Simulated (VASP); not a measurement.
# Rh (P6_3/mmc) in VASP: further runs

Rh is run at these levels: LDA; tasks: single point.

Program: VASP 6.6.1. These are calculated values, not measurements. Logs are shortened: lines on timing, memory, paths and dates and some standing lists are left out, and cuts for length are marked.

## Step 1: The cell of the first run

The structure is hexagonal, space group P6_3/mmc (No. 194). Conventional cell: a = 2.731 Å, b = 2.731 Å, c = 4.428 Å, α = 90.00°, β = 90.00°, γ = 120.00°. Rh (site symmetry -6m2) has 12 Rh at 2.72 to 2.73 Å within 3.6 Å.

## Step 2: Single point, LDA

Contents of INCAR:

```
PREC     = Accurate       # precision mode
ENCUT    = 520            # plane-wave cutoff, eV
EDIFF    = 1E-6           # SCF threshold, eV
ISMEAR   = 0              # smearing method
SIGMA    = 0.5            # smearing width, eV
LREAL    = False          # projectors in reciprocal space
LASPH    = True           # aspherical terms in the spheres
NELM     = 100            # most SCF steps
ALGO     = Normal         # electronic algorithm
ISIF     = 2              # what is computed and relaxed
LWAVE    = False          # write WAVECAR
LCHARG   = False          # write CHGCAR
NBANDS   = 22             # bands
```

Contents of KPOINTS:

```
Automatic mesh
0
Gamma
  10 10 5
```

Contents of POSCAR:

```
Rh
1.0
    2.7309790400      0.0000000000      0.0000000000
   -1.3654895200      2.3650972300      0.0000000000
    0.0000000000      0.0000000000      4.4284890000
Rh
2
Direct
    0.6666666675      0.3333333277      0.7500000000
    0.3333333304      0.6666666681      0.2500000000
```

Potentials or basis: VASP PAW LDA potentials, release 64 (Rh_pv).

Launch:

```
cat potpaw_LDA.64/Rh_pv/POTCAR > POTCAR
mpirun -np 1 vasp_std > vasp.out
```

OUTCAR:

```text
PREC = Accurate
   ENCUT = 520
   EDIFF = 1E-6
   ISMEAR = 0
   LREAL = False
   LASPH = True
   NELM = 100
   ISIF = 2

 ion  position               nearest neighbor table
   1  0.667  0.333  0.750-   2 2.72   2 2.72   2 2.72   2 2.72   2 2.72   2 2.72
   2  0.333  0.667  0.250-   1 2.72   1 2.72   1 2.72   1 2.72   1 2.72   1 2.72

  LATTYP: Found a hexagonal cell.
 ALAT       =     2.7309790400
 C/A-ratio  =     1.6215756090

  Lattice vectors:

 A1 = (   2.7309790400,   0.0000000000,   0.0000000000)
 A2 = (  -1.3654895200,   2.3650972300,   0.0000000000)
 A3 = (   0.0000000000,   0.0000000000,   4.4284890000)

Analysis of symmetry for initial positions (statically):
=====================================================================
 Subroutine PRICEL returns:
 Original cell was already a primitive cell.

 Routine SETGRP: Setting up the symmetry group for a
 hexagonal supercell.

 Subroutine GETGRP returns: Found 24 space group operations
 (whereof 12 operations were pure point group operations)
 out of a pool of 24 trial point group operations.

The static configuration has the point symmetry D_3d.
 The point group associated with its full space group is D_6h.

Analysis of symmetry for dynamics (positions and initial velocities):
=====================================================================
 Subroutine PRICEL returns:
 Original cell was already a primitive cell.

 Routine SETGRP: Setting up the symmetry group for a
 hexagonal supercell.

 Subroutine GETGRP returns: Found 24 space group operations
 (whereof 12 operations were pure point group operations)
 out of a pool of 24 trial point group operations.

The dynamic configuration has the point symmetry D_3d.
 The point group associated with its full space group is D_6h.

 Subroutine INISYM returns: Found 24 space group operations
 (whereof 12 operations are pure point group operations),
 and found     1 'primitive' translations

----------------------------------------------------------------------------------------

                                     Primitive cell

  volume of cell :      28.6037

  direct lattice vectors                    reciprocal lattice vectors
     2.730979040  0.000000000  0.000000000     0.366169050  0.211407799  0.000000000
    -1.365489520  2.365097230  0.000000000     0.000000000  0.422815598  0.000000000
     0.000000000  0.000000000  4.428489000     0.000000000  0.000000000  0.225810655

  length of vectors
     2.730979040  2.730979044  4.428489000     0.422815599  0.422815598  0.225810655

  position of ions in fractional coordinates (direct lattice)
     0.666666668  0.333333328  0.750000000
     0.333333330  0.666666668  0.250000000

  ion indices of the primitive-cell ions
   primitive index   ion index
                 1           1
                 2           2

----------------------------------------------------------------------------------------

 KPOINTS: Automatic mesh

Automatic generation of k-mesh.
 Grid dimensions read from file:
 generate k-points for:   10   10    5

 Generating k-lattice:

  Cartesian coordinates                     Fractional coordinates (reciprocal lattice)
     0.036616905  0.021140780  0.000000000     0.100000000  0.000000000  0.000000000
     0.000000000  0.042281560  0.000000000     0.000000000  0.100000000  0.000000000
     0.000000000  0.000000000  0.045162131     0.000000000  0.000000000  0.200000000

  Length of vectors
     0.042281560  0.042281560  0.045162131

  Shift w.r.t. Gamma in fractional coordinates (k-lattice)
     0.000000000  0.000000000  0.000000000

 Subroutine IBZKPT returns following result:
 ===========================================

 Found     42 irreducible k-points:

 Following reciprocal coordinates:
            Coordinates               Weight
  0.000000  0.000000  0.000000      1.000000
  0.100000 -0.000000  0.000000      6.000000
  0.200000 -0.000000  0.000000      6.000000
  0.300000  0.000000  0.000000      6.000000
  0.400000 -0.000000  0.000000      6.000000
  0.500000  0.000000  0.000000      3.000000
[... 16 lines left out ...]
  0.300000  0.100000  0.200000     24.000000
  0.400000  0.100000  0.200000     24.000000
 [... further k-points ...]
   k-points           NKPTS =     42   k-points in BZ     NKDIM =     42   number of bands    NBANDS=     22
   number of dos      NEDOS =    301   number of ions     NIONS =      2
   total plane-waves  NPLWV =  14400
   dimension x,y,z NGX =    20 NGY =   20 NGZ =   36
   dimension x,y,z NGXF=    40 NGYF=   40 NGZF=   72
   ions per type =               2
   NGX,Y,Z   is equivalent  to a cutoff of  12.17, 12.17, 13.51 a.u.
   NGXF,Y,Z  is equivalent  to a cutoff of  24.35, 24.35, 27.03 a.u.
 SYSTEM =  unknown system
   PREC   = accura    normal or accurate (medium, high low for compatibility)
   ISTART =      0    job   : 0-new  1-cont  2-samecut
   ICHARG =      2    charge: 1-file 2-atom 10-const
   ISPIN  =      1    spin polarized calculation?
   LNONCOLLINEAR =      F non collinear calculations
   LSORBIT =      F    spin-orbit coupling
   LASPH  =      T    aspherical Exc in radial PAW
   ENCUT  =  520.0 eV  38.22 Ry    6.18 a.u.   5.08  5.08  8.23*2*pi/ulx,y,z
   NELM   =    100;   NELMIN=  2; NELMDL= -5     # of ELM steps
   EDIFF  = 0.1E-05   stopping-criterion for ELM
   LREAL  =      F    real-space projection
   EDIFFG = 0.1E-04   stopping-criterion for IOM
   NSW    =      0    number of steps for IOM
   IBRION =     -1    ionic relax: 0-MD 1-quasi-New 2-CG
   NFREE  =      0    steps in history (QN), initial steepest desc. (CG)
   ISIF   =      2    stress and relaxation
   ISYM   =      2    0-nonsym 1-usesym 2-fastsym
   POTIM  = 0.5000    time-step for ionic-motion
   TEBEG  =    0.0;   TEEND  =   0.0 temperature during run
   PSTRESS=    0.0 pullay stress
   NELECT =      30.0000    total number of electrons
   NUPDOWN=      -1.0000    fix difference up-down
   EMIN   =  10.00;   EMAX   =-10.00  energy-range for DOS
   EFERMI =   0.00;   METHOD = LEGACY
   ISMEAR =     0;   SIGMA  =   0.50  broadening in eV -4-tet -1-fermi 0-gaus
   EFERMI_NEDOS =   21; number of points for ismear=-14 and -15
   IALGO  =     38    algorithm
   IMIX   =      4    mixing-type and parameters
     AMIX     =   0.40;   BMIX     =  1.00
     AMIX_MAG =   1.60;   BMIX_MAG =  1.00
  volume/ion in A,a.u.               =      14.30        96.51
  Fermi-wavevector in a.u.,A,eV,Ry     =   1.663314  3.143208 37.642066  2.766614
  Thomas-Fermi vector in A             =   2.750053
   LORBIT       =      0    0 simple, 1 ext, 2 COOP (PROOUT), +10 PAW based schemes
   GGA     = CA    functional components
   LHFCALC =     F    Hartree Fock is set to
   AEXX    =    0.0000 exact exchange contribution
   IVDW    =     0    specifies the selected vdW correction
   LEPSILON=     F    determine dielectric tensor
   LRPA    =     F    only Hartree local field effects (RPA)
 non-spin polarized calculation
 Gauss-broadening in eV      SIGMA  =   0.50
  energy-cutoff  :      520.00
  volume of cell :       28.60
 maximum number of plane-waves:       785
   NGX = 11   NGY = 11   NGZ = 17

 number of electron      30.0000009 magnetization

 Free energy of the ion-electron system (eV)
  ---------------------------------------------------
  ext. energy  EPLUGINS =         0.00000000
  ---------------------------------------------------
  free energy    TOTEN  =       -17.37686289 eV

  energy without entropy =      -16.95251346  energy(sigma->0) =      -17.16468818

 E-fermi :  11.0499     XC(G=0): -14.0991

 val. band max:       11.0334393365   @ k =   0.4000   0.2000   0.0000
 cond. band min:      11.0538743289   @ k =   0.3000   0.0000   0.4000
 fundamental gap:      0.0204349924
 Fermi energy:        11.0498640406

 k-point     1 :       0.0000    0.0000    0.0000
  band No.  band energies     occupation
      1     -35.7336      2.00000
      2     -35.1612      2.00000
      3     -35.1612      2.00000
      4     -35.0708      2.00000
      5     -35.0667      2.00000
      6     -35.0667      2.00000
[... 14 lines left out ...]
     21      29.0672      0.00000
     22      29.6787      0.00000

 k-point     2 :       0.1000   -0.0000    0.0000
  band No.  band energies     occupation
      1     -35.7131      2.00000
      2     -35.2076      2.00000
      3     -35.1762      2.00000
      4     -35.1148      2.00000
      5     -35.0793      2.00000
      6     -35.0743      2.00000
[... 14 lines left out ...]
     21      29.4401      0.00000
     22      29.7375      0.00000

 k-point     3 :       0.2000   -0.0000    0.0000
  band No.  band energies     occupation
      1     -35.6559      2.00000
      2     -35.3295      2.00000
      3     -35.2384      2.00000
      4     -35.2142      2.00000
      5     -35.1051      2.00000
      6     -35.0952      2.00000
[... 14 lines left out ...]
     21      28.8775      0.00000
     22      29.2882      0.00000

 k-point     4 :       0.3000    0.0000    0.0000
  band No.  band energies     occupation
      1     -35.5744      2.00000
      2     -35.4804      2.00000
      3     -35.3863      2.00000
      4     -35.2595      2.00000
      5     -35.1477      2.00000
      6     -35.1223      2.00000
[... 14 lines left out ...]
     21      26.4645      0.00000
     22      27.3929      0.00000

 k-point     5 :       0.4000   -0.0000    0.0000
  band No.  band energies     occupation
      1     -35.6026      2.00000
      2     -35.5026      2.00000
      3     -35.4901      2.00000
      4     -35.2951      2.00000
      5     -35.2005      2.00000
      6     -35.1451      2.00000
[... 417 lines left out ...]
 k-point    22 :       0.2000    0.1000    0.2000
  band No.  band energies     occupation
      1     -35.5917      2.00000
      2     -35.3899      2.00000
      3     -35.3562      2.00000
      4     -35.2387      2.00000
      5     -35.1480      2.00000
      6     -35.1335      2.00000
[... 14 lines left out ...]
     21      26.3874      0.00000
     22      27.8134      0.00000

 k-point    23 :       0.3000    0.1000    0.2000
  band No.  band energies     occupation
      1     -35.6029      2.00000
      2     -35.5052      2.00000
      3     -35.4072      2.00000
      4     -35.2873      2.00000
      5     -35.1910      2.00000
      6     -35.1616      2.00000
[... 14 lines left out ...]
     21      24.7103      0.00000
     22      26.0200      0.00000

 k-point    24 :       0.4000    0.1000    0.2000
  band No.  band energies     occupation
      1     -35.6573      2.00000
      2     -35.5683      2.00000
      3     -35.3919      2.00000
      4     -35.3070      2.00000
      5     -35.2293      2.00000
      6     -35.1832      2.00000
[... 14 lines left out ...]
     21      23.6079      0.00000
     22      25.5646      0.00000

 [... further k-points ...]
[... 5 lines left out ...]
  --------------------------------------------------------------------------------------
  -------------------------------------------------------------------------------------
  Total       -2.9279949     -2.9279949     -3.1676566      0.0000000     -0.0000000      0.0000000
  in kB     -164.0053272   -164.0053278   -177.4294640      0.0000000     -0.0000000      0.0000000
  external PRESSURE =    -168.4800397 kB  Pullay stress =       0.0000000 kB

 VOLUME and BASIS-vectors are now :
 -----------------------------------------------------------------------------
  energy-cutoff  :      520.00
  volume of cell :       28.60
      direct lattice vectors                 reciprocal lattice vectors
     2.730979040  0.000000000  0.000000000     0.366169050  0.211407799  0.000000000
    -1.365489520  2.365097230  0.000000000     0.000000000  0.422815598  0.000000000
     0.000000000  0.000000000  4.428489000     0.000000000  0.000000000  0.225810655

 POSITION                                       TOTAL-FORCE (eV/Angst)
 -----------------------------------------------------------------------------------
      1.36549      0.78837      3.32137        -0.000000     -0.000000      0.000000
     -0.00000      1.57673      1.10712         0.000000      0.000000      0.000000
 -----------------------------------------------------------------------------------
    total drift:                               -0.000003      0.000008     -0.000001

  FREE ENERGIE OF THE ION-ELECTRON SYSTEM (eV)
  ---------------------------------------------------
  free  energy   TOTEN  =       -17.3768628941 eV

  energy  without entropy=      -16.9525134619  energy(sigma->0) =      -17.16468818
```

Wall time 7.8 s (1 thread of Intel Xeon 6975P-C (Granite Rapids), shared host); peak memory 0.13 GiB.

Results:

- Free energy: -17.3769 eV
- Pressure: -16.8 GPa
- Band gap on the k mesh: zero (band 15 reaches 11.69 eV, above the bottom of band 16 at 9.50 eV)

Levels at points of the mesh, in eV from the Fermi level:
```csv
k point,band 11,band 12,band 13,band 14,band 15,band 16,band 17,band 18,band 19,band 20
"(0.00, 0.00, 0.00)",-2.84,-2.35,-2.35,-1.75,-1.75,0.18,0.18,0.74,8.19,15.90
"(0.50, 0.00, 0.00)",-2.54,-2.10,-2.01,0.46,0.64,0.74,2.95,4.95,9.99,10.48
```

## Step 3: Single point, LDA

Contents of INCAR:

```
SYSTEM = Rh
PREC = Accurate ; ENCUT = 520
EDIFF = 1E-6 ; ISMEAR = 0
SIGMA = 0.3 ; LREAL = .FALSE.
LASPH = .TRUE. ; NELM = 80
ALGO = Normal ; ISIF = 2
LWAVE = .FALSE. ; LCHARG = .FALSE.
GGA = CA ; NBANDS = 22
```

Contents of KPOINTS:

```
Automatic mesh
0
G
  10 10 5
  0 0 0
```

POSCAR is that of step 2.

Potentials or basis: VASP PAW LDA potentials, release 64 (Rh_pv).

Launch:

```
cat potpaw_LDA.64/Rh_pv/POTCAR > POTCAR
mpirun -np 1 vasp_std > vasp.out
```

It took 7.8 s on 1 thread of Intel Xeon 6975P-C (Granite Rapids), shared host; peak memory 0.14 GiB.

Results (log left out):

```yaml
Free_energy: -17.2350 eV
Pressure: -18.0 GPa
Band_gap_on_the_k_mesh: zero (band 15 reaches 11.68 eV, above the bottom of band 16 at 9.50 eV)
```

Stress tensor (GPa, compression positive):
```
-17.75   0.00   0.00
  0.00 -17.75   0.00
  0.00   0.00 -18.41
```

Levels at points of the mesh, in eV from the Fermi level:
```csv
k point,band 12,band 13,band 14,band 15,band 16,band 17,band 18,band 19
"(0.00, 0.00, 0.00)",-2.38,-2.38,-1.77,-1.77,0.15,0.15,0.72,8.16
"(0.50, 0.00, 0.00)",-2.13,-2.04,0.43,0.61,0.71,2.92,4.93,9.97
```
